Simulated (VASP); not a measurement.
The system is HfO2.

```
Hf O
1.0
     0.00000    2.55750    2.55750
     2.55750    0.00000    2.55750
     2.55750    2.55750    0.00000
Hf O
1 2
Direct
  0.00000 0.00000 0.00000
  0.25000 0.25000 0.25000
  0.75000 0.75000 0.75000
```

```yaml
Program: VASP 6.6.1
Task: relaxation of cell and atoms
Functional: r2SCAN
Potentials_or_basis: VASP PAW PBE potentials, release 64 (Hf_pv, O)
Cutoff: 600 eV
k_mesh: 6 × 6 × 6
Occupations: gaussian, width 0.01 eV
Spin: no spin polarisation
```

At the start: pressure -12.3 GPa; volume 11.15 Å³/atom.

Q: Where does the relaxation end?

A: Over 4 steps the energy falls by 21.4 meV/atom and the volume is 10.62 Å³/atom (-4.8 %); space group Fm-3m (No. 225, to 0.1 Å) before and after.

Step by step:
| step | energy change (eV) | largest force (eV/Å) | pressure (GPa) | volume (Å³) |
| --- | --- | --- | --- | --- |
| 1 | 0.0000 | 0.0000 | -12.35 | 33.46 |
| 2 | 0.1128 | 0.0000 | 25.63 | 29.46 |
| 3 | -0.0642 | 0.0000 | -0.33 | 31.88 |
| 4 | -0.0643 | 0.0000 | -0.02 | 31.85 |

Final structure:
```
Hf O
1.0
     0.00000    2.51579    2.51579
     2.51579    0.00000    2.51579
     2.51579    2.51579    0.00000
Hf O
1 2
Direct
  0.00000 0.00000 0.00000
  0.25000 0.25000 0.25000
  0.75000 0.75000 0.75000
```

Caveat: the PAW data sets were made with another functional, which shifts forces and pressure a little.
